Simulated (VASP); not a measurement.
# MoS2 (P6_3/mmc) in VASP: further runs

Runs on MoS2. Level: PBEsol. Tasks: relaxation of the atoms.

Program: VASP 6.6.1. These are calculated values, not measurements. Logs are shortened: lines on timing, memory, paths and dates and some standing lists are left out, and cuts for length are marked.

**1. The cell of the first run**

The structure is hexagonal, space group P6_3/mmc (No. 194). The conventional cell has a = 3.141 Å, b = 3.141 Å, c = 12.082 Å, α = 90.00°, β = 90.00°, γ = 120.00°. Within 3.2 Å of Mo (site symmetry -6m2) lie 6 S at 2.37 Å and 6 Mo at 3.14 Å. S (site symmetry 3m) has 3 Mo at 2.37 Å and 7 S at 3.05 to 3.14 Å within 3.2 Å.

**2. Relaxation of the atoms, PBEsol (strain along c alone, the other axes held: -4.0 %)**

Input file INCAR:

```
SYSTEM = MoS2
PREC = Accurate
ENCUT = 520
EDIFF = 1E-6
ISMEAR = 0
SIGMA = 0.02
LREAL = .False.
LASPH = .True.
NELM = 60
ALGO = Normal
ISIF = 2
LWAVE = .False.
LCHARG = .False.
GGA = PS
IBRION = 2
NSW = 60
EDIFFG = -0.008
```

Input file KPOINTS:

```
regular mesh
0
Gamma
  12 12 2
  0 0 0
```

Input file POSCAR:

```
MoS2
1.0
    3.1413882571      0.0000000000      0.0000000000
   -1.5706941286      2.7205220338      0.0000000000
    0.0000000000      0.0000000000     12.0816851324
Mo S
2 4
Direct
    0.6666666667      0.3333333333      0.2500000000
    0.3333333333      0.6666666667      0.7500000000
    0.6666666667      0.3333333333      0.6236757700
    0.3333333333      0.6666666667      0.3763242300
    0.6666666667      0.3333333333      0.8763242300
    0.3333333333      0.6666666667      0.1236757700
```

Potentials or basis: VASP PAW PBE potentials, release 64 (Mo_sv, S).

Run with:

```console
$ cat potpaw_PBE.64/Mo_sv/POTCAR potpaw_PBE.64/S/POTCAR > POTCAR
$ mpirun -np 1 vasp_std > vasp.out
```

OUTCAR:

```text
SYSTEM = MoS2
   PREC = Accurate
   ENCUT = 520
   EDIFF = 1E-6
   ISMEAR = 0
   LREAL = .False.
   LASPH = .True.
   NELM = 60
   ISIF = 2
   GGA = PS
   IBRION = 2
   NSW = 60
   EDIFFG = -0.008

 ion  position               nearest neighbor table
   1  0.667  0.333  0.250-   4 2.37   6 2.37   4 2.37   6 2.37   4 2.37   6 2.37
   2  0.333  0.667  0.750-   3 2.37   5 2.37   3 2.37   5 2.37   3 2.37   5 2.37
   3  0.667  0.333  0.624-   2 2.37   2 2.37   2 2.37
   4  0.333  0.667  0.376-   1 2.37   1 2.37   1 2.37
   5  0.667  0.333  0.876-   2 2.37   2 2.37   2 2.37
   6  0.333  0.667  0.124-   1 2.37   1 2.37   1 2.37

  LATTYP: Found a hexagonal cell.
 ALAT       =     3.1413882571
 C/A-ratio  =     3.8459700437

  Lattice vectors:

 A1 = (   3.1413882571,   0.0000000000,   0.0000000000)
 A2 = (  -1.5706941286,   2.7205220338,   0.0000000000)
 A3 = (   0.0000000000,   0.0000000000,  12.0816851324)

Analysis of symmetry for initial positions (statically):
=====================================================================
 Subroutine PRICEL returns:
 Original cell was already a primitive cell.

 Routine SETGRP: Setting up the symmetry group for a
 hexagonal supercell.

 Subroutine GETGRP returns: Found 24 space group operations
 (whereof 12 operations were pure point group operations)
 out of a pool of 24 trial point group operations.

The static configuration has the point symmetry D_3d.
 The point group associated with its full space group is D_6h.

Analysis of symmetry for dynamics (positions and initial velocities):
=====================================================================
 Subroutine PRICEL returns:
 Original cell was already a primitive cell.

 Routine SETGRP: Setting up the symmetry group for a
 hexagonal supercell.

 Subroutine GETGRP returns: Found 24 space group operations
 (whereof 12 operations were pure point group operations)
 out of a pool of 24 trial point group operations.

The dynamic configuration has the point symmetry D_3d.
 The point group associated with its full space group is D_6h.

 Subroutine INISYM returns: Found 24 space group operations
 (whereof 12 operations are pure point group operations),
 and found     1 'primitive' translations

----------------------------------------------------------------------------------------

                                     Primitive cell

  volume of cell :     103.2527

  direct lattice vectors                    reciprocal lattice vectors
     3.141388257  0.000000000  0.000000000     0.318330597  0.183788256  0.000000000
    -1.570694129  2.720522034  0.000000000     0.000000000  0.367576512  0.000000000
     0.000000000  0.000000000 12.081685132     0.000000000  0.000000000  0.082769911

  length of vectors
     3.141388257  3.141388257 12.081685132     0.367576512  0.367576512  0.082769911

  position of ions in fractional coordinates (direct lattice)
     0.666666667  0.333333333  0.250000000
     0.333333333  0.666666667  0.750000000
     0.666666667  0.333333333  0.623675770
     0.333333333  0.666666667  0.376324230
     0.666666667  0.333333333  0.876324230
     0.333333333  0.666666667  0.123675770

  ion indices of the primitive-cell ions
   primitive index   ion index
                 1           1
                 2           2
                 3           3
                 4           4
                 5           5
                 6           6

----------------------------------------------------------------------------------------

[... 79 lines left out ...]
   PSTRESS=    0.0 pullay stress
   NELECT =      52.0000    total number of electrons
   NUPDOWN=      -1.0000    fix difference up-down
   EMIN   =  10.00;   EMAX   =-10.00  energy-range for DOS
   EFERMI =   0.00;   METHOD = LEGACY
   ISMEAR =     0;   SIGMA  =   0.02  broadening in eV -4-tet -1-fermi 0-gaus
   EFERMI_NEDOS =   21; number of points for ismear=-14 and -15
   IALGO  =     38    algorithm
   IMIX   =      4    mixing-type and parameters
     AMIX     =   0.40;   BMIX     =  1.00
     AMIX_MAG =   1.60;   BMIX_MAG =  1.00
  volume/ion in A,a.u.               =      17.21       116.13
  Fermi-wavevector in a.u.,A,eV,Ry     =   1.302493  2.461355 23.082130  1.696489
  Thomas-Fermi vector in A             =   2.433558
   LORBIT       =      0    0 simple, 1 ext, 2 COOP (PROOUT), +10 PAW based schemes
   GGA     = PS    functional components
   LHFCALC =     F    Hartree Fock is set to
   AEXX    =    0.0000 exact exchange contribution
   IVDW    =     0    specifies the selected vdW correction
   LEPSILON=     F    determine dielectric tensor
   LRPA    =     F    only Hartree local field effects (RPA)
 conjugate gradient relaxation of ions
 non-spin polarized calculation
 Gauss-broadening in eV      SIGMA  =   0.02
  energy-cutoff  :      520.00
  volume of cell :      103.25
 maximum number of plane-waves:      2808
 NGX is ok and might be reduce to    24
   NGX = 11   NGY = 11   NGZ = 45

--------------------------------------- Ionic step        1  -------------------------------------------

 number of electron      52.0000001 magnetization

 Free energy of the ion-electron system (eV)
  ---------------------------------------------------
  ext. energy  EPLUGINS =         0.00000000
  ---------------------------------------------------
  free energy    TOTEN  =       -46.85099585 eV

  energy without entropy =      -46.85099585  energy(sigma->0) =      -46.85099585

------------------------ aborting loop because EDIFF is reached ----------------------------------------

  FORCE on cell =-STRESS in cart. coord.  units (eV):
  Direction    XX          YY          ZZ          XY          YZ          ZX
  --------------------------------------------------------------------------------------
  -------------------------------------------------------------------------------------
  Total        1.5170275      1.5170275      4.4873944     -0.0000000      0.0000000     -0.0000000
  in kB       23.5397936     23.5397936     69.6311305     -0.0000000      0.0000000     -0.0000000
  external PRESSURE =      38.9035726 kB  Pullay stress =       0.0000000 kB

 VOLUME and BASIS-vectors are now :
 -----------------------------------------------------------------------------
  energy-cutoff  :      520.00
  volume of cell :      103.25
      direct lattice vectors                 reciprocal lattice vectors
     3.141388257  0.000000000  0.000000000     0.318330597  0.183788256  0.000000000
    -1.570694129  2.720522034  0.000000000     0.000000000  0.367576512  0.000000000
     0.000000000  0.000000000 12.081685132     0.000000000  0.000000000  0.082769911

 POSITION                                       TOTAL-FORCE (eV/Angst)
 -----------------------------------------------------------------------------------
      1.57069      0.90684      3.02042         0.000000      0.000000      0.000000
     -0.00000      1.81368      9.06126        -0.000000      0.000000      0.000000
      1.57069      0.90684      7.53505        -0.000000      0.000000     -0.622826
     -0.00000      1.81368      4.54663         0.000000     -0.000000      0.622826
      1.57069      0.90684     10.58747        -0.000000      0.000000      0.622826
     -0.00000      1.81368      1.49421        -0.000000      0.000000     -0.622826
 -----------------------------------------------------------------------------------
    total drift:                               -0.000000      0.000000     -0.000000

  FREE ENERGIE OF THE ION-ELECTRON SYSTEM (eV)
  ---------------------------------------------------
  free  energy   TOTEN  =       -46.8509958537 eV

  energy  without entropy=      -46.8509958537  energy(sigma->0) =      -46.85099585

--------------------------------------- Ionic step        2  -------------------------------------------

 number of electron      52.0000001 magnetization

 Free energy of the ion-electron system (eV)
  ---------------------------------------------------
  ext. energy  EPLUGINS =         0.00000000
  ---------------------------------------------------
  free energy    TOTEN  =       -46.88799651 eV

  energy without entropy =      -46.88799651  energy(sigma->0) =      -46.88799651

 E-fermi :   8.2642     XC(G=0): -11.2082

 val. band max:        7.9640621842   @ k =   0.0000   0.0000   0.0000
 cond. band min:       8.7280394945   @ k =   0.1667   0.1667   0.0000
 fundamental gap:      0.7639773103
 Fermi energy:         8.2641883395

 k-point     1 :       0.0000    0.0000    0.0000
  band No.  band energies     occupation
      1     -53.4935      2.00000
      2     -53.4935      2.00000
      3     -27.7052      2.00000
      4     -27.7050      2.00000
      5     -27.4448      2.00000
      6     -27.4448      2.00000
[... 805 lines left out ...]
     30       9.6294      0.00000
     31      10.9084      0.00000

 [... further k-points ...]

------------------------ aborting loop because EDIFF is reached ----------------------------------------

  FORCE on cell =-STRESS in cart. coord.  units (eV):
  Direction    XX          YY          ZZ          XY          YZ          ZX
  --------------------------------------------------------------------------------------
  -------------------------------------------------------------------------------------
  Total        0.2006094      0.2006094      0.9528469     -0.0000000      0.0000000      0.0000000
  in kB        3.1128658      3.1128658     14.7853745     -0.0000000      0.0000000      0.0000000
  external PRESSURE =       7.0037020 kB  Pullay stress =       0.0000000 kB

 VOLUME and BASIS-vectors are now :
 -----------------------------------------------------------------------------
  energy-cutoff  :      520.00
  volume of cell :      103.25
      direct lattice vectors                 reciprocal lattice vectors
     3.141388257  0.000000000  0.000000000     0.318330597  0.183788256  0.000000000
    -1.570694129  2.720522034  0.000000000     0.000000000  0.367576512  0.000000000
     0.000000000  0.000000000 12.081685132     0.000000000  0.000000000  0.082769911

 POSITION                                       TOTAL-FORCE (eV/Angst)
 -----------------------------------------------------------------------------------
      1.57069      0.90684      3.02042        -0.000000      0.000000      0.000000
     -0.00000      1.81368      9.06126        -0.000000     -0.000000      0.000000
      1.57069      0.90684      7.50501         0.000000      0.000000     -0.001461
     -0.00000      1.81368      4.57668        -0.000000      0.000000      0.001461
      1.57069      0.90684     10.61752         0.000000     -0.000000      0.001461
     -0.00000      1.81368      1.46416        -0.000000      0.000000     -0.001461
 -----------------------------------------------------------------------------------
    total drift:                               -0.000000      0.000000     -0.000000

  FREE ENERGIE OF THE ION-ELECTRON SYSTEM (eV)
  ---------------------------------------------------
  free  energy   TOTEN  =       -46.8879965083 eV

  energy  without entropy=      -46.8879965083  energy(sigma->0) =      -46.88799651

 reached required accuracy - stopping structural energy minimisation
```

It took 3 min on 1 thread of Oxide Virtual Turin-like, shared host; peak memory 0.24 GiB.

Results:

* Free energy: -46.8880 eV
* Energy gained by relaxing: 6.2 meV/atom
* Ionic steps: 2
* Pressure after relaxing: 0.7 GPa
* Band gap on the k mesh: 0.76 eV (least direct gap 1.71 eV)

Stress tensor (GPa, compression positive):
```
0.31 0.00 0.00
0.00 0.31 0.00
0.00 0.00 1.48
```

Step by step:
| step | energy change (eV) | largest force (eV/Å) | pressure (GPa) |
| --- | --- | --- | --- |
| 1 | 0.0000 | 0.6228 | 3.89 |
| 2 | -0.0370 | 0.0015 | 0.70 |

Final structure:
```cif
data_structure
_symmetry_space_group_name_H-M 'P 1'
_symmetry_Int_Tables_number 1
_cell_length_a 3.1414
_cell_length_b 3.1414
_cell_length_c 12.0817
_cell_angle_alpha 90.000
_cell_angle_beta 90.000
_cell_angle_gamma 120.000
_cell_volume 103.25
loop_
_atom_site_label
_atom_site_type_symbol
_atom_site_fract_x
_atom_site_fract_y
_atom_site_fract_z
_atom_site_occupancy
Mo1 Mo 0.66667 0.33333 0.25000 1
Mo2 Mo 0.33333 0.66667 0.75000 1
S1 S 0.66667 0.33333 0.62119 1
S2 S 0.33333 0.66667 0.37881 1
S3 S 0.66667 0.33333 0.87881 1
S4 S 0.33333 0.66667 0.12119 1
```

Caveat: the cell differs from its parent crystal (strain along c alone, the other axes held: -4.0 %); the PAW data sets were made with another functional, which shifts forces and pressure a little; this functional lacks dispersion, which binds the layers, so the pressure and a relaxed spacing across them are unreliable.

[end of part 1 of 2]
